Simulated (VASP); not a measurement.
A run of VASP 6.6.1 is set up as follows.

INCAR

```
PREC = Accurate
ENCUT = 520
EDIFF = 1E-7
ISMEAR = 0
SIGMA = 0.05
LREAL = F
LASPH = T
NELM = 80
ALGO = Normal
ISIF = 2
LWAVE = F
LCHARG = T
GGA = PE
LELF = T
LVHAR = T
NBANDS = 19
```

KPOINTS

```
Automatic mesh
0
Gamma
  8 8 8
```

The input POSCAR:

```
SrCl2
1.0
    0.0000000000      3.4969770152      3.4969770152
    3.4969770152      0.0000000000      3.4969770152
    3.4969770152      3.4969770152      0.0000000000
Sr Cl
1 2
Direct
    0.0000000000      0.0000000000      0.0000000000
    0.2500000000      0.2500000000      0.2500000000
    0.7500000000      0.7500000000      0.7500000000
```

Potentials or basis: VASP PAW PBE potentials, release 64 (Sr_sv, Cl).

Run with:

```console
$ cat potpaw_PBE.64/Sr_sv/POTCAR potpaw_PBE.64/Cl/POTCAR > POTCAR
$ mpirun -np 1 vasp_std > vasp.out
```

What does it give for the pressure?

0.8 GPa.

What does it give for the band gap on the k mesh?

5.31 eV, indirect (least direct gap 5.51 eV).

 A k mesh can miss the band edges.
